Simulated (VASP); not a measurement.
# Bi (P6_3/mmc) in VASP: further runs

Bi is run at these levels: PBEsol; tasks: single point, relaxation of cell and atoms.

All numbers are computed with VASP 6.6.1; they aren't measurements. Logs are shortened: lines on timing, memory, paths and dates and some standing lists are left out, and cuts for length are marked.

## (1) The cell of the first run

The structure is hexagonal, space group P6_3/mmc (No. 194). The conventional cell has a = 5.326 Å, b = 5.326 Å, c = 6.301 Å, α = 90.00°, β = 90.00°, γ = 120.00°. Bi (site symmetry -6m2) has 5 Bi at 3.07 to 3.15 Å within 4.0 Å. Bi (site symmetry -6m2) has 3 Bi at 3.07 Å within 4.0 Å.

## (2) Single point, PBEsol

The input, INCAR:

```
SYSTEM = Bi
  ALGO = Normal
  EDIFF = 1E-7
  ENCUT = 520
  GGA = PS
  ISIF = 2
  ISMEAR = 0
  LASPH = .TRUE.
  LCHARG = .FALSE.
  LREAL = .FALSE.
  LWAVE = .FALSE.
  NBANDS = 38
  NELM = 100
  PREC = Accurate
  SIGMA = 0.1
```

The input, KPOINTS:

```
k-points
0
G
  12 12 8
  0 0 0
```

The input, POSCAR:

```
Bi
1.0
    5.3257305100      0.0000000000      0.0000000000
   -2.6628652550      4.6122179154      0.0000000000
    0.0000000000      0.0000000000      6.3010323584
Bi
4
Direct
    0.0000000000      0.0000000000      0.2500000000
    0.0000000000      0.0000000000      0.7500000000
    0.3333333333      0.6666666667      0.7500000000
    0.6666666667      0.3333333333      0.2500000000
```

Potentials or basis: VASP PAW PBE potentials, release 64 (Bi_d).

On the command line:

```
$ cat potpaw_PBE.64/Bi_d/POTCAR > POTCAR
$ mpirun -np 1 vasp_std > vasp.out
```

OUTCAR:

```text
SYSTEM = Bi
   EDIFF = 1E-7
   ENCUT = 520
   GGA = PS
   ISIF = 2
   ISMEAR = 0
   LASPH = .TRUE.
   LREAL = .FALSE.
   NELM = 100
   PREC = Accurate

 ion  position               nearest neighbor table
   1  0.000  0.000  0.250-   4 3.07   4 3.07   4 3.07   2 3.15   2 3.15
   2  0.000  0.000  0.750-   3 3.07   3 3.07   3 3.07   1 3.15   1 3.15
   3  0.333  0.667  0.750-   2 3.07   2 3.07   2 3.07
   4  0.667  0.333  0.250-   1 3.07   1 3.07   1 3.07

  LATTYP: Found a hexagonal cell.
 ALAT       =     5.3257305100
 C/A-ratio  =     1.1831301540

  Lattice vectors:

 A1 = (   5.3257305100,   0.0000000000,   0.0000000000)
 A2 = (  -2.6628652550,   4.6122179154,   0.0000000000)
 A3 = (   0.0000000000,   0.0000000000,   6.3010323584)

Analysis of symmetry for initial positions (statically):
=====================================================================
 Subroutine PRICEL returns:
 Original cell was already a primitive cell.

 Routine SETGRP: Setting up the symmetry group for a
 hexagonal supercell.

 Subroutine GETGRP returns: Found 24 space group operations
 (whereof 12 operations were pure point group operations)
 out of a pool of 24 trial point group operations.

The static configuration has the point symmetry D_3d.
 The point group associated with its full space group is D_6h.

Analysis of symmetry for dynamics (positions and initial velocities):
=====================================================================
 Subroutine PRICEL returns:
 Original cell was already a primitive cell.

 Routine SETGRP: Setting up the symmetry group for a
 hexagonal supercell.

 Subroutine GETGRP returns: Found 24 space group operations
 (whereof 12 operations were pure point group operations)
 out of a pool of 24 trial point group operations.

The dynamic configuration has the point symmetry D_3d.
 The point group associated with its full space group is D_6h.

 Subroutine INISYM returns: Found 24 space group operations
 (whereof 12 operations are pure point group operations),
 and found     1 'primitive' translations

----------------------------------------------------------------------------------------

                                     Primitive cell

  volume of cell :     154.7750

  direct lattice vectors                    reciprocal lattice vectors
     5.325730510  0.000000000  0.000000000     0.187767668  0.108407714  0.000000000
    -2.662865255  4.612217915  0.000000000     0.000000000  0.216815428  0.000000000
     0.000000000  0.000000000  6.301032358     0.000000000  0.000000000  0.158704152

  length of vectors
     5.325730510  5.325730510  6.301032358     0.216815428  0.216815428  0.158704152

  position of ions in fractional coordinates (direct lattice)
     0.000000000  0.000000000  0.250000000
     0.000000000  0.000000000  0.750000000
     0.333333333  0.666666667  0.750000000
     0.666666667  0.333333333  0.250000000

  ion indices of the primitive-cell ions
   primitive index   ion index
                 1           1
                 2           2
                 3           3
                 4           4

----------------------------------------------------------------------------------------

 KPOINTS: k-points

Automatic generation of k-mesh.
 Grid dimensions read from file:
 generate k-points for:   12   12    8

 Generating k-lattice:

  Cartesian coordinates                     Fractional coordinates (reciprocal lattice)
     0.015647306  0.009033976  0.000000000     0.083333333  0.000000000  0.000000000
     0.000000000  0.018067952  0.000000000     0.000000000  0.083333333  0.000000000
     0.000000000  0.000000000  0.019838019     0.000000000  0.000000000  0.125000000

  Length of vectors
     0.018067952  0.018067952  0.019838019

  Shift w.r.t. Gamma in fractional coordinates (k-lattice)
     0.000000000  0.000000000  0.000000000

 Subroutine IBZKPT returns following result:
 ===========================================

 Found     95 irreducible k-points:

 Following reciprocal coordinates:
            Coordinates               Weight
  0.000000  0.000000  0.000000      1.000000
  0.083333 -0.000000  0.000000      6.000000
  0.166667  0.000000  0.000000      6.000000
  0.250000 -0.000000  0.000000      6.000000
  0.333333  0.000000  0.000000      6.000000
  0.416667 -0.000000  0.000000      6.000000
[... 16 lines left out ...]
  0.250000 -0.000000  0.125000     12.000000
  0.333333  0.000000  0.125000     12.000000
 [... further k-points ...]
   k-points           NKPTS =     95   k-points in BZ     NKDIM =     95   number of bands    NBANDS=     38
   number of dos      NEDOS =    301   number of ions     NIONS =      4
   total plane-waves  NPLWV =  76800
   dimension x,y,z NGX =    40 NGY =   40 NGZ =   48
   dimension x,y,z NGXF=    80 NGYF=   80 NGZF=   96
   ions per type =               4
   NGX,Y,Z   is equivalent  to a cutoff of  12.49, 12.49, 12.66 a.u.
   NGXF,Y,Z  is equivalent  to a cutoff of  24.97, 24.97, 25.33 a.u.
 SYSTEM =  Bi
   PREC   = accura    normal or accurate (medium, high low for compatibility)
   ISTART =      0    job   : 0-new  1-cont  2-samecut
   ICHARG =      2    charge: 1-file 2-atom 10-const
   ISPIN  =      1    spin polarized calculation?
   LNONCOLLINEAR =      F non collinear calculations
   LSORBIT =      F    spin-orbit coupling
   LASPH  =      T    aspherical Exc in radial PAW
   ENCUT  =  520.0 eV  38.22 Ry    6.18 a.u.   9.90  9.90 11.72*2*pi/ulx,y,z
   NELM   =    100;   NELMIN=  2; NELMDL= -5     # of ELM steps
   EDIFF  = 0.1E-06   stopping-criterion for ELM
   LREAL  =      F    real-space projection
   EDIFFG = 0.1E-05   stopping-criterion for IOM
   NSW    =      0    number of steps for IOM
   IBRION =     -1    ionic relax: 0-MD 1-quasi-New 2-CG
   NFREE  =      0    steps in history (QN), initial steepest desc. (CG)
   ISIF   =      2    stress and relaxation
   ISYM   =      2    0-nonsym 1-usesym 2-fastsym
   POTIM  = 0.5000    time-step for ionic-motion
   TEBEG  =    0.0;   TEEND  =   0.0 temperature during run
   PSTRESS=    0.0 pullay stress
   NELECT =      60.0000    total number of electrons
   NUPDOWN=      -1.0000    fix difference up-down
   EMIN   =  10.00;   EMAX   =-10.00  energy-range for DOS
   EFERMI =   0.00;   METHOD = LEGACY
   ISMEAR =     0;   SIGMA  =   0.10  broadening in eV -4-tet -1-fermi 0-gaus
   EFERMI_NEDOS =   21; number of points for ismear=-14 and -15
   IALGO  =     38    algorithm
   IMIX   =      4    mixing-type and parameters
     AMIX     =   0.40;   BMIX     =  1.00
     AMIX_MAG =   1.60;   BMIX_MAG =  1.00
  volume/ion in A,a.u.               =      38.69       261.12
  Fermi-wavevector in a.u.,A,eV,Ry     =   1.193690  2.255748 19.386895  1.424897
  Thomas-Fermi vector in A             =   2.329699
   LORBIT       =      0    0 simple, 1 ext, 2 COOP (PROOUT), +10 PAW based schemes
   GGA     = PS    functional components
   LHFCALC =     F    Hartree Fock is set to
   AEXX    =    0.0000 exact exchange contribution
   IVDW    =     0    specifies the selected vdW correction
   LEPSILON=     F    determine dielectric tensor
   LRPA    =     F    only Hartree local field effects (RPA)
 non-spin polarized calculation
 Gauss-broadening in eV      SIGMA  =   0.10
  energy-cutoff  :      520.00
  volume of cell :      154.77
 maximum number of plane-waves:      4206
 NGX is ok and might be reduce to    40
   NGX = 19   NGY = 19   NGZ = 23

 number of electron      59.9999992 magnetization

 Free energy of the ion-electron system (eV)
  ---------------------------------------------------
  ext. energy  EPLUGINS =         0.00000000
  ---------------------------------------------------
  free energy    TOTEN  =       -15.81251195 eV

  energy without entropy =      -15.79678473  energy(sigma->0) =      -15.80464834

 E-fermi :   5.2179     XC(G=0):  -9.2084

 val. band max:        5.2113518340   @ k =   0.2500   0.0833   0.3750
 cond. band min:       5.2367364903   @ k =   0.0833  -0.0000   0.0000
 fundamental gap:      0.0253846562
 Fermi energy:         5.2179263666

 k-point     1 :       0.0000    0.0000    0.0000
  band No.  band energies     occupation
      1     -17.7595      2.00000
      2     -17.5892      2.00000
      3     -17.5892      2.00000
      4     -17.5740      2.00000
      5     -17.5740      2.00000
      6     -17.5628      2.00000
[... 30 lines left out ...]
     37       9.4530      0.00000
     38      10.7026      0.00000

 k-point     2 :       0.0833   -0.0000    0.0000
  band No.  band energies     occupation
      1     -17.7596      2.00000
      2     -17.5897      2.00000
      3     -17.5887      2.00000
      4     -17.5801      2.00000
      5     -17.5785      2.00000
      6     -17.5689      2.00000
[... 30 lines left out ...]
     37       9.6970      0.00000
     38      10.5264      0.00000

 k-point     3 :       0.1667    0.0000    0.0000
  band No.  band energies     occupation
      1     -17.7601      2.00000
      2     -17.5950      2.00000
      3     -17.5909      2.00000
      4     -17.5898      2.00000
      5     -17.5869      2.00000
      6     -17.5840      2.00000
[... 30 lines left out ...]
     37      10.2532      0.00000
     38      10.3866      0.00000

 k-point     4 :       0.2500   -0.0000    0.0000
  band No.  band energies     occupation
      1     -17.7610      2.00000
      2     -17.6126      2.00000
      3     -17.6032      2.00000
      4     -17.6016      2.00000
      5     -17.5961      2.00000
      6     -17.5926      2.00000
[... 30 lines left out ...]
     37      10.3918      0.00000
     38      11.0076      0.00000
[... 703 lines left out ...]
      4     -17.5863      2.00000
      5     -17.5842      2.00000
      6     -17.5824      2.00000
[... 30 lines left out ...]
     37      10.2699      0.00000
     38      10.4544      0.00000

 k-point    23 :       0.2500   -0.0000    0.1250
  band No.  band energies     occupation
      1     -17.7477      2.00000
      2     -17.6122      2.00000
      3     -17.6027      2.00000
      4     -17.6020      2.00000
      5     -17.5966      2.00000
      6     -17.5878      2.00000
[... 30 lines left out ...]
     37      10.1894      0.00000
     38      10.8743      0.00000

 k-point    24 :       0.3333    0.0000    0.1250
  band No.  band energies     occupation
      1     -17.7490      2.00000
      2     -17.6276      2.00000
      3     -17.6174      2.00000
      4     -17.6142      2.00000
      5     -17.6113      2.00000
      6     -17.5894      2.00000
[... 30 lines left out ...]
     37       9.9946      0.00000
     38      11.3408      0.00000

 [... further k-points ...]
[... 5 lines left out ...]
  --------------------------------------------------------------------------------------
  -------------------------------------------------------------------------------------
  Total       -0.0381282     -0.0381282     -0.0086935      0.0000000     -0.0000000      0.0000000
  in kB       -0.3946902     -0.3946902     -0.0899923      0.0000000     -0.0000000      0.0000000
  external PRESSURE =      -0.2931242 kB  Pullay stress =       0.0000000 kB

 VOLUME and BASIS-vectors are now :
 -----------------------------------------------------------------------------
  energy-cutoff  :      520.00
  volume of cell :      154.77
      direct lattice vectors                 reciprocal lattice vectors
     5.325730510  0.000000000  0.000000000     0.187767668  0.108407714  0.000000000
    -2.662865255  4.612217915  0.000000000     0.000000000  0.216815428  0.000000000
     0.000000000  0.000000000  6.301032358     0.000000000  0.000000000  0.158704152

 POSITION                                       TOTAL-FORCE (eV/Angst)
 -----------------------------------------------------------------------------------
      0.00000      0.00000      1.57526        -0.000000     -0.000000      0.000000
      0.00000      0.00000      4.72577         0.000000      0.000000      0.000000
     -0.00000      3.07481      4.72577         0.000000     -0.000000     -0.000000
      2.66287      1.53741      1.57526        -0.000000      0.000000     -0.000000
 -----------------------------------------------------------------------------------
    total drift:                                0.000000     -0.000000      0.000000

  FREE ENERGIE OF THE ION-ELECTRON SYSTEM (eV)
  ---------------------------------------------------
  free  energy   TOTEN  =       -15.8125119502 eV

  energy  without entropy=      -15.7967847287  energy(sigma->0) =      -15.80464834
```

Wall time 7.7 min (1 thread of Intel Xeon Platinum 8375C at 2.90GHz (Ice Lake), shared host); peak memory 0.51 GiB.

What came out:

* Free energy: -15.8125 eV
* Pressure: 0.0 GPa
* Band gap on the k mesh: zero (band 30 reaches 5.54 eV, above the bottom of band 31 at 5.01 eV)

Caveat: the PAW data sets were made with another functional, which shifts forces and pressure a little; spin-orbit coupling is left out, which moves the levels of the heavy elements.

## (3) Single point, PBEsol

This run uses another cell than the first one, of 40.35 Å³/atom, 1.043 times its volume.

The input, INCAR:

```
  ALGO = Normal
  EDIFF = 1E-6
  ENCUT = 520
  GGA = PS
  ISIF = 2
  ISMEAR = 0
  LASPH = True
  LCHARG = False
  LREAL = False
  LWAVE = False
  NBANDS = 38
  NELM = 100
  PREC = Accurate
  SIGMA = 0.1
```

The input, KPOINTS:

```
k-points
0
Gamma
  6 6 2
```

The input, POSCAR:

```
Bi
1.0
    5.2509897508      0.0000000000      0.0000000000
   -2.6254948754      4.5474905192      0.0000000000
    0.0000000000      0.0000000000      6.7583892058
Bi
4
Direct
    0.0000000000      0.0000000000      0.2500000000
    0.0000000000      0.0000000000      0.7500000000
    0.3333333333      0.6666666667      0.7500000000
    0.6666666667      0.3333333333      0.2500000000
```

Potentials or basis: VASP PAW PBE potentials, release 64 (Bi_d).

On the command line:

```
$ cat potpaw_PBE.64/Bi_d/POTCAR > POTCAR
$ mpirun -np 1 vasp_std > vasp.out
```

Run time: 58 s. Hardware: 1 thread of Intel Xeon Platinum 8375C at 2.90GHz (Ice Lake), shared host; peak memory 0.28 GiB.

It converged, with:

```
Free energy            : -15.7246 eV
Pressure               : -0.1 GPa
Band gap on the k mesh : zero (band 30 reaches 5.35 eV, above the bottom of band 31 at 4.67 eV)
```

Stress tensor (GPa, compression positive):
```
-0.16  0.00  0.00
 0.00 -0.16  0.00
 0.00  0.00 -0.06
```

Levels at points of the mesh, in eV from the Fermi level:
```tsv
k point	band 27	band 28	band 29	band 30	band 31	band 32	band 33	band 34
(0.00, 0.00, 0.00)	-2.57	-1.88	-1.88	0.62	0.87	1.47	1.47	2.15
(0.50, 0.00, 0.00)	-2.29	-1.53	-1.41	-1.25	0.32	3.27	3.31	4.02
(0.00, 0.00, 0.50)	-2.20	-2.20	-1.90	-1.90	1.49	1.49	1.49	1.49
(0.50, 0.00, 0.50)	-2.13	-2.13	-0.50	-0.50	0.81	0.81	3.20	3.20
```

Caveat: the k points lie up to 0.46 Å⁻¹ apart; the PAW data sets were made with another functional, which shifts forces and pressure a little; spin-orbit coupling is left out, which moves the levels of the heavy elements.

## (4) Relaxation of cell and atoms, PBEsol

This run uses another cell than the first one, of 37.00 Å³/atom, 0.956 times its volume.

The input, INCAR:

```
SYSTEM = Bi
ALGO = Normal
EDIFF = 1E-7
EDIFFG = -0.04
ENCUT = 600
GGA = PS
IBRION = 2
ISIF = 3
ISMEAR = 0
LASPH = .True.
LCHARG = .False.
LREAL = .False.
LWAVE = .False.
NELM = 100
NSW = 90
PREC = Accurate
SIGMA = 0.1
```

The input, KPOINTS:

```
k-points
0
Gamma
  6 6 2
  0 0 0
```

The input, POSCAR:

```
Bi
1.0
    3.9738649959      0.0000000000      0.0000000000
   -1.9869324980      3.4414680376      0.0000000000
    0.0000000000      0.0000000000     10.8231282409
Bi
4
Direct
    0.0000000000      0.0000000000      0.2500000000
    0.0000000000      0.0000000000      0.7500000000
    0.3333333333      0.6666666667      0.7500000000
    0.6666666667      0.3333333333      0.2500000000
```

On the command line:

```
$ cat potpaw_PBE.64/Bi_d/POTCAR > POTCAR
$ mpirun -np 1 vasp_std > vasp.out
```

It took 29 min on 1 thread of Intel Xeon Platinum 8375C at 2.90GHz (Ice Lake), shared host; peak memory 0.33 GiB.

The run converged. Its results:

| Quantity | Value |
| --- | --- |
| Free energy | -15.6960 eV |
| Relaxed volume | 40.11 Å³/atom |
| Relaxed cell | a = 5.237 Å, b = 5.237 Å, c = 6.755 Å, α = 90.00°, β = 90.00°, γ = 120.00° |
| Space group after relaxing (to 0.05 Å) | P6_3/mmc (No. 194) |
| Energy gained by relaxing | 5226.3 meV/atom |
| Ionic steps | 23 |
| Pressure after relaxing | 0.0 GPa |
| Band gap on the k mesh | zero (band 30 reaches 5.42 eV, above the bottom of band 31 at 4.72 eV) |

The path:
| step | energy change (eV) | largest force (eV/Å) | pressure (GPa) | volume (Å³) |
| --- | --- | --- | --- | --- |
| 1 | 0.0000 | 0.0000 | 69.60 | 148.02 |
| 2 | 27.4638 | 0.0000 | -38.93 | 689.24 |
| 3 | -15.0803 | 0.0000 | -4.50 | 398.48 |
| 4 | -16.7790 | 0.0000 | -4.34 | 355.50 |
| 5 | -19.7067 | 0.0000 | 1.89 | 240.69 |
| 6 | -19.7087 | 0.0000 | -1.74 | 267.07 |
| 7 | -19.8177 | 0.0000 | -0.34 | 254.62 |
| 8 | -19.8184 | 0.0000 | -0.01 | 252.21 |
| 9 | -19.8230 | 0.0000 | -0.02 | 250.50 |
| 10 | -19.8393 | 0.0000 | -0.04 | 245.37 |
| 11 | -19.8842 | 0.0000 | -0.10 | 235.12 |
| 12 | -20.0318 | 0.0000 | -0.26 | 214.61 |
| 13 | -20.6547 | 0.0000 | -0.36 | 173.57 |
| 14 | 4.7377 | 0.0000 | 127.64 | 91.40 |
| 15 | -20.6980 | 0.0000 | -0.31 | 171.75 |
| 16 | -19.6825 | 0.0000 | 8.84 | 131.59 |
| 17 | -20.8724 | 0.0000 | 0.35 | 162.10 |
| 18 | -20.8907 | 0.0000 | 1.13 | 156.11 |
| 19 | -20.8949 | 0.0000 | 0.84 | 158.04 |
| 20 | -20.8992 | 0.0000 | 0.45 | 157.97 |
| 21 | -20.9008 | 0.0000 | 0.58 | 158.00 |
| 22 | -20.9044 | 0.0000 | 0.28 | 159.33 |
| 23 | -20.9054 | 0.0000 | 0.03 | 160.44 |

Final structure:
```
Bi
1.0
     5.23682    0.00000    0.00000
    -2.61841    4.53522    0.00000
     0.00000    0.00000    6.75524
Bi
4
Direct
  0.00000 0.00000 0.25000
  0.00000 0.00000 0.75000
  0.33333 0.66667 0.75000
  0.66667 0.33333 0.25000
```

Levels at points of the mesh, in eV from the Fermi level:
```tsv
k point	band 28	band 29	band 30	band 31	band 32	band 33
(0.00, 0.00, 0.00)	-1.89	-1.89	0.64	0.87	1.47	1.47
(0.50, 0.00, 0.00)	-1.52	-1.41	-1.26	0.33	3.32	3.36
(0.00, 0.00, 0.50)	-2.21	-1.91	-1.91	1.50	1.50	1.50
(0.50, 0.00, 0.50)	-2.13	-0.51	-0.51	0.82	0.82	3.25
```

Caveat: the PAW data sets were made with another functional, which shifts forces and pressure a little; spin-orbit coupling is left out, which moves the levels of the heavy elements.

## (5) The runs side by side

| task | cell | k mesh | cutoff (eV) | gap on the mesh (eV) | pressure (GPa) |
| --- | --- | --- | --- | --- | --- |
| single point | a = 5.326, b = 5.326, c = 6.301 Å, angles 90.0, 90.0, 120.0°, 4 atoms | 12 × 12 × 8 | 520 | none | 0.0 |
| single point | a = 5.251, b = 5.251, c = 6.758 Å, angles 90.0, 90.0, 120.0°, 4 atoms | 6 × 6 × 2 | 520 | none | -0.1 |
| relaxation of cell and atoms | relaxed from a = 3.974, b = 3.974, c = 10.823 Å, angles 90.0, 90.0, 120.0°, 4 atoms | 6 × 6 × 2 | 600 | none | 0.0 |

Alike in all rows: level PBEsol; potentials or basis VASP PAW PBE potentials, release 64 (Bi_d); no spin polarisation; smearing gaussian 0.1 eV.

Caveats: some runs use coarse meshes; the PAW data sets were made with another functional, which shifts forces and pressure a little; spin-orbit coupling is left out, which moves the levels of the heavy elements.

Total energies depend on the potentials used, so only differences within one code and one set of settings carry meaning.
